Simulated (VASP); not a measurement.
Here is a VASP 6.6.1 calculation.

The input INCAR:

```
SYSTEM = BeZn3Se4
  PREC = Accurate
  ENCUT = 520
  EDIFF = 1E-6
  ISMEAR = 0
  SIGMA = 0.02
  LREAL = .FALSE.
  LASPH = .TRUE.
  NELM = 100
  ALGO = Normal
  ISIF = 2
  LWAVE = .FALSE.
  LCHARG = .FALSE.
  GGA = PE
  NBANDS = 41
```

KPOINTS

```
regular mesh
0
G
  8 8 8
  0 0 0
```

The input POSCAR:

```
BeZn3Se4
1.0
   -2.8246632789      2.8246632789      5.6324399024
    2.8246632789     -2.8246632789      5.6324399024
    2.8246632789      2.8246632789     -5.6324399024
Be Zn Se
1 3 4
Direct
    0.0000000000      0.0000000000      0.0000000000
    0.7500000000      0.2500000000      0.5000000000
    0.5000000000      0.5000000000      0.0000000000
    0.2500000000      0.7500000000      0.5000000000
    0.8850431394      0.3510796704      0.0000000000
    0.6489203296      0.6489203296      0.5339634690
    0.3510796704      0.8850431394      0.0000000000
    0.1149568606      0.1149568606      0.4660365310
```

Potentials or basis: VASP PAW PBE potentials, release 64 (Be, Zn, Se).

The run is started by

```sh
$ cat potpaw_PBE.64/Be/POTCAR potpaw_PBE.64/Zn/POTCAR potpaw_PBE.64/Se/POTCAR > POTCAR
$ mpirun -np 1 vasp_std > vasp.out
```

Predict the band gap on the k mesh.

1.62 eV.

Predict the pressure.

-1.5 GPa.

Predict the largest force.

0.008 eV/Å.

Forces in eV/Å, atoms in the order of the input:
```
Be   0.000  0.000  0.000
Zn   0.000  0.000  0.000
Zn   0.000  0.000  0.000
Zn   0.000  0.000  0.000
Se  -0.004  0.004 -0.006
Se   0.004  0.004  0.006
Se   0.004 -0.004 -0.006
Se  -0.004 -0.004  0.006
```

A k mesh can miss the band edges.
